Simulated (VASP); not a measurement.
# Al2BN3 (P4/mmm) in VASP: notebook, part 2 of 2

VASP 6.6.1. Earlier steps stand in the parts before.

## Step 3: Relaxation of cell and atoms, PBE, collinear spin, ferromagnetic start

This run uses another cell than the first one, of 14.47 Å³/atom.

Contents of INCAR:

```
SYSTEM = Al2BN3
PREC = Accurate
ENCUT = 600
EDIFF = 1E-6
ISMEAR = 0
SIGMA = 0.1
LREAL = .FALSE.
LASPH = .TRUE.
NELM = 150
ALGO = Normal
ISIF = 3
LWAVE = .FALSE.
LCHARG = .FALSE.
ISPIN = 2
MAGMOM = 0 0 0 1 1 1
LORBIT = 11
GGA = PE
IBRION = 2
NSW = 90
EDIFFG = -0.04
```

Contents of KPOINTS:

```
Automatic mesh
0
G
  6 6 2
  0 0 0
```

Contents of POSCAR:

```
Al2BN3
1.0
    2.8571467200      0.0000000000      0.0000000000
    0.0000000000      2.8571467200      0.0000000000
    0.0000000000      0.0000000000     10.6320131400
Al B N
2 1 3
Direct
    0.5000000000      0.5000000000      0.8681410000
    0.5000000000      0.5000000000      0.1318590000
    0.0000000000      0.0000000000      0.0000000000
    0.0000000000      0.0000000000      0.6647679800
    0.0000000000      0.0000000000      0.3352320200
    0.5000000000      0.5000000000      0.5000000000
```

Potentials or basis: VASP PAW PBE potentials, release 64 (Al, B, N).

The run is started by

```bash
cat potpaw_PBE.64/Al/POTCAR potpaw_PBE.64/B/POTCAR potpaw_PBE.64/N/POTCAR > POTCAR
mpirun -np 1 vasp_std > vasp.out
```

OUTCAR:

```text
SYSTEM = Al2BN3
   PREC = Accurate
   ENCUT = 600
   EDIFF = 1E-6
   ISMEAR = 0
   LREAL = .FALSE.
   LASPH = .TRUE.
   NELM = 150
   ISIF = 3
   ISPIN = 2
   LORBIT = 11
   GGA = PE
   IBRION = 2
   NSW = 90
   EDIFFG = -0.04

 ion  position               nearest neighbor table
   1  0.500  0.500  0.868-   3 2.46   3 2.46   3 2.46   3 2.46   2 2.80
   2  0.500  0.500  0.132-   3 2.46   3 2.46   3 2.46   3 2.46   1 2.80
   3  0.000  0.000  0.000-   1 2.46   2 2.46   1 2.46   2 2.46   1 2.46   2 2.46   1 2.46   2 2.46

   4  0.000  0.000  0.665-
   5  0.000  0.000  0.335-
   6  0.500  0.500  0.500-

  LATTYP: Found a simple tetragonal cell.
 ALAT       =     2.8571467200
 C/A-ratio  =     3.7211995679

  Lattice vectors:

 A1 = (   2.8571467200,   0.0000000000,   0.0000000000)
 A2 = (   0.0000000000,   2.8571467200,   0.0000000000)
 A3 = (   0.0000000000,   0.0000000000,  10.6320131400)

Analysis of symmetry for initial positions (statically):
=====================================================================
 Subroutine PRICEL returns:
 Original cell was already a primitive cell.

 Routine SETGRP: Setting up the symmetry group for a
 simple tetragonal supercell.

 Subroutine GETGRP returns: Found 16 space group operations
 (whereof 16 operations were pure point group operations)
 out of a pool of 16 trial point group operations.

The static configuration has the point symmetry D_4h.

Analysis of symmetry for dynamics (positions and initial velocities):
=====================================================================
 Subroutine PRICEL returns:
 Original cell was already a primitive cell.

 Routine SETGRP: Setting up the symmetry group for a
 simple tetragonal supercell.

 Subroutine GETGRP returns: Found 16 space group operations
 (whereof 16 operations were pure point group operations)
 out of a pool of 16 trial point group operations.

The dynamic configuration has the point symmetry D_4h.

Analysis of structural, dynamic, and magnetic symmetry:
=====================================================================
 Subroutine PRICEL returns:
 Original cell was already a primitive cell.

 Routine SETGRP: Setting up the symmetry group for a
 simple tetragonal supercell.

 Subroutine GETGRP returns: Found 16 space group operations
 (whereof 16 operations were pure point group operations)
 out of a pool of 16 trial point group operations.

The overall configuration has the point symmetry D_4h.

 Subroutine INISYM returns: Found 16 space group operations
 (whereof 16 operations are pure point group operations),
 and found     1 'primitive' translations

----------------------------------------------------------------------------------------

                                     Primitive cell

  volume of cell :      86.7922

  direct lattice vectors                    reciprocal lattice vectors
     2.857146720  0.000000000  0.000000000     0.349999527  0.000000000  0.000000000
     0.000000000  2.857146720  0.000000000     0.000000000  0.349999527  0.000000000
     0.000000000  0.000000000 10.632013140     0.000000000  0.000000000  0.094055565

  length of vectors
     2.857146720  2.857146720 10.632013140     0.349999527  0.349999527  0.094055565
[... 45 lines left out ...]
            Coordinates               Weight
  0.000000  0.000000  0.000000      1.000000
  0.166667  0.000000  0.000000      4.000000
  0.333333  0.000000  0.000000      4.000000
  0.500000  0.000000  0.000000      2.000000
  0.166667  0.166667  0.000000      4.000000
  0.333333  0.166667  0.000000      8.000000
[... 12 lines left out ...]
  0.500000  0.333333  0.500000      4.000000
  0.500000  0.500000  0.500000      1.000000
   k-points           NKPTS =     20   k-points in BZ     NKDIM =     20   number of bands    NBANDS=     18
   number of dos      NEDOS =    301   number of ions     NIONS =      6
   total plane-waves  NPLWV =  51840
   dimension x,y,z NGX =    24 NGY =   24 NGZ =   90
   dimension x,y,z NGXF=    48 NGYF=   48 NGZF=  180
   ions per type =               2   1   3
   NGX,Y,Z   is equivalent  to a cutoff of  13.96, 13.96, 14.07 a.u.
   NGXF,Y,Z  is equivalent  to a cutoff of  27.93, 27.93, 28.15 a.u.
 SYSTEM =  Al2BN3
   PREC   = accura    normal or accurate (medium, high low for compatibility)
   ISTART =      0    job   : 0-new  1-cont  2-samecut
   ICHARG =      2    charge: 1-file 2-atom 10-const
   ISPIN  =      2    spin polarized calculation?
   LNONCOLLINEAR =      F non collinear calculations
   LSORBIT =      F    spin-orbit coupling
   LASPH  =      T    aspherical Exc in radial PAW
   ENCUT  =  600.0 eV  44.10 Ry    6.64 a.u.   5.71  5.71 21.23*2*pi/ulx,y,z
   NELM   =    150;   NELMIN=  2; NELMDL= -5     # of ELM steps
   EDIFF  = 0.1E-05   stopping-criterion for ELM
   LREAL  =      F    real-space projection
   EDIFFG = -.4E-01   stopping-criterion for IOM
   NSW    =     90    number of steps for IOM
   IBRION =      2    ionic relax: 0-MD 1-quasi-New 2-CG
   NFREE  =      1    steps in history (QN), initial steepest desc. (CG)
   ISIF   =      3    stress and relaxation
   ISYM   =      2    0-nonsym 1-usesym 2-fastsym
   POTIM  = 0.5000    time-step for ionic-motion
   TEBEG  =    0.0;   TEEND  =   0.0 temperature during run
   PSTRESS=    0.0 pullay stress
   NELECT =      24.0000    total number of electrons
   NUPDOWN=      -1.0000    fix difference up-down
   EMIN   =  10.00;   EMAX   =-10.00  energy-range for DOS
   EFERMI =   0.00;   METHOD = LEGACY
   ISMEAR =     0;   SIGMA  =   0.10  broadening in eV -4-tet -1-fermi 0-gaus
   EFERMI_NEDOS =   21; number of points for ismear=-14 and -15
   IALGO  =     38    algorithm
   IMIX   =      4    mixing-type and parameters
     AMIX     =   0.40;   BMIX     =  1.00
     AMIX_MAG =   1.60;   BMIX_MAG =  1.00
  volume/ion in A,a.u.               =      14.47        97.62
  Fermi-wavevector in a.u.,A,eV,Ry     =   1.066559  2.015505 15.477293  1.137549
  Thomas-Fermi vector in A             =   2.202148
   LORBIT       =     11    0 simple, 1 ext, 2 COOP (PROOUT), +10 PAW based schemes
   GGA     = PE    functional components
   LHFCALC =     F    Hartree Fock is set to
   AEXX    =    0.0000 exact exchange contribution
   IVDW    =     0    specifies the selected vdW correction
   LEPSILON=     F    determine dielectric tensor
   LRPA    =     F    only Hartree local field effects (RPA)
 conjugate gradient relaxation of ions
 spin polarized calculation
 Gauss-broadening in eV      SIGMA  =   0.10
  energy-cutoff  :      600.00
  volume of cell :       86.79
 maximum number of plane-waves:      2928
 NGX is ok and might be reduce to    24
   NGX = 11   NGY = 11   NGZ = 43

--------------------------------------- Ionic step        1  -------------------------------------------

 number of electron      23.9999999 magnetization       2.6683106

 Free energy of the ion-electron system (eV)
  ---------------------------------------------------
  ext. energy  EPLUGINS =         0.00000000
  ---------------------------------------------------
  free energy    TOTEN  =       -22.27181120 eV

  energy without entropy =      -22.24911848  energy(sigma->0) =      -22.26046484

 E-fermi :   2.9962     XC(G=0):  -9.7596

 val. band max:        2.9740910914   @ k =   0.3333   0.3333   0.5000
 cond. band min:       3.0017253050   @ k =   0.1667   0.1667   0.5000
 fundamental gap:      0.0276342136
 Fermi energy:         2.9961639500
[... 1803 lines left out ...]
      5       3.2536      1.00000
      6       3.6191      1.00000
[... 10 lines left out ...]
     17      12.5128      0.00000
     18      15.0004      0.00000

[... ionic steps 4 to 29 ...]

--------------------------------------- Ionic step       30  -------------------------------------------

 number of electron      24.0000003 magnetization      -0.0000013

 number of electron      24.0000003 magnetization       0.0000009
[... 79 lines left out ...]
--------------------------------------- Ionic step       32  -------------------------------------------

 number of electron      24.0000003 magnetization       0.0000002

 Free energy of the ion-electron system (eV)
  ---------------------------------------------------
  ext. energy  EPLUGINS =         0.00000000
  ---------------------------------------------------
  free energy    TOTEN  =       -40.73581905 eV

  energy without entropy =      -40.73198785  energy(sigma->0) =      -40.73390345

 E-fermi :   7.6041     XC(G=0): -10.9327

 val. band max:        7.4645714601   @ k =   0.3333   0.0000   0.5000
 cond. band min:       7.6226658094   @ k =   0.0000   0.0000   0.5000
 fundamental gap:      0.1580943493
 Fermi energy:         7.6041211195
[... 876 lines left out ...]
  FREE ENERGIE OF THE ION-ELECTRON SYSTEM (eV)
  ---------------------------------------------------
  free  energy   TOTEN  =       -40.7358190510 eV

  energy  without entropy=      -40.7319878480  energy(sigma->0) =      -40.73390345

 reached required accuracy - stopping structural energy minimisation

 total charge

# of ion       s       p       d       tot
------------------------------------------
    1        0.348   0.393   0.000   0.741
    2        0.348   0.393   0.000   0.741
    3        0.756   1.288   0.000   2.044
    4        1.238   2.594   0.000   3.831
    5        1.238   2.594   0.000   3.831
    6        1.278   2.387   0.000   3.666
--------------------------------------------------
tot          5.207   9.648   0.000  14.855

 magnetization (x)

# of ion       s       p       d       tot
------------------------------------------
    1        0.000  -0.000   0.000   0.000
    2        0.000  -0.000   0.000   0.000
    3       -0.000  -0.000   0.000  -0.000
    4        0.000   0.000   0.000   0.000
    5        0.000   0.000   0.000   0.000
    6        0.000   0.000   0.000   0.000
--------------------------------------------------
tot          0.000   0.000   0.000   0.000
```

Wall time 40 min (1 thread of Intel Xeon Platinum 8259CL at 2.50GHz (Skylake/Cascade Lake), shared host); peak memory 0.31 GiB.

Results:

```yaml
Free_energy: -40.7358 eV
Relaxed_volume: 9.96 Å³/atom
Relaxed_cell: a = 2.795 Å, b = 2.795 Å, c = 7.650 Å, α = 90.00°, β = 90.00°, γ = 90.00°
Space_group_after_relaxing_to_0.1_Å: P4/mmm (No. 123)
Pressure_after_relaxing: -0.2 GPa
Largest_force_after_relaxing: 0.016 eV/Å
Band_gap_on_the_k_mesh: zero (filled and empty bands overlap)
Net_moment: 0.00 μB per cell
Valence_electrons_inside_the_program's_atomic_spheres: Al 0.74; B 2.04; N 3.83, 3.67 (each value once)
```

Forces in eV/Å, atoms in the order of the input:
```
Al   0.000  0.000 -0.002
Al   0.000  0.000  0.002
B    0.000  0.000  0.000
N    0.000  0.000  0.016
N    0.000  0.000 -0.016
N    0.000  0.000  0.000
```

Stress tensor (GPa, compression positive):
```
-0.31  0.00  0.00
 0.00 -0.31  0.00
 0.00  0.00 -0.10
```

Final structure:
```xyz
6
Lattice="2.7952 0.0000 0.0000 0.0000 2.7952 0.0000 0.0000 0.0000 7.6500" Properties=species:S:1:pos:R:3 pbc="T T T"
Al    1.3976    1.3976    5.5802
Al    1.3976    1.3976    2.0698
B     0.0000    0.0000    0.0000
N     0.0000    0.0000    6.2426
N     0.0000    0.0000    1.4073
N     1.3976    1.3976    3.8250
```

Levels at points of the mesh, in eV from the Fermi level:
Spin up:
```csv
k point,band 8,band 9,band 10,band 11,band 12,band 13,band 14,band 15,band 16,band 17
"(0.00, 0.00, 0.00)",-4.25,-3.65,-3.65,-0.43,0.28,0.28,3.01,5.19,5.19,5.44
"(0.50, 0.00, 0.00)",-4.29,-4.09,-3.39,-3.07,-1.39,0.71,4.24,5.26,5.89,6.96
"(0.50, 0.50, 0.00)",-7.04,-6.33,-4.14,-2.99,-2.99,-0.59,0.86,0.86,2.08,5.50
"(0.00, 0.00, 0.50)",-4.75,-3.68,-3.68,0.02,0.33,0.33,2.78,5.09,5.09,5.69
"(0.50, 0.00, 0.50)",-4.96,-4.09,-3.16,-3.07,-0.63,0.71,3.32,5.37,5.90,7.13
"(0.50, 0.50, 0.50)",-7.01,-6.37,-4.18,-2.65,-2.65,-0.25,0.13,0.13,1.56,8.47
```
Spin down:
```tsv
k point	band 8	band 9	band 10	band 11	band 12	band 13	band 14	band 15	band 16	band 17
(0.00, 0.00, 0.00)	-4.25	-3.65	-3.65	-0.43	0.28	0.28	3.01	5.19	5.19	5.44
(0.50, 0.00, 0.00)	-4.29	-4.09	-3.39	-3.07	-1.39	0.71	4.24	5.26	5.89	6.49
(0.50, 0.50, 0.00)	-7.04	-6.33	-4.14	-2.99	-2.99	-0.59	0.86	0.86	2.08	5.50
(0.00, 0.00, 0.50)	-4.75	-3.68	-3.68	0.02	0.33	0.33	2.78	5.09	5.09	5.69
(0.50, 0.00, 0.50)	-4.96	-4.09	-3.16	-3.07	-0.63	0.71	3.32	5.37	5.90	7.13
(0.50, 0.50, 0.50)	-7.01	-6.37	-4.18	-2.65	-2.65	-0.25	0.13	0.13	1.56	8.47
```

Caveat: the k points lie up to 0.41 Å⁻¹ apart in the final cell, too coarse for converged energies and pressures of a metal; the volume moved by over 15 % at a fixed basis, so the end points are rough.

The gap in the log of VASP goes by the Fermi energy; the results here count the filled bands.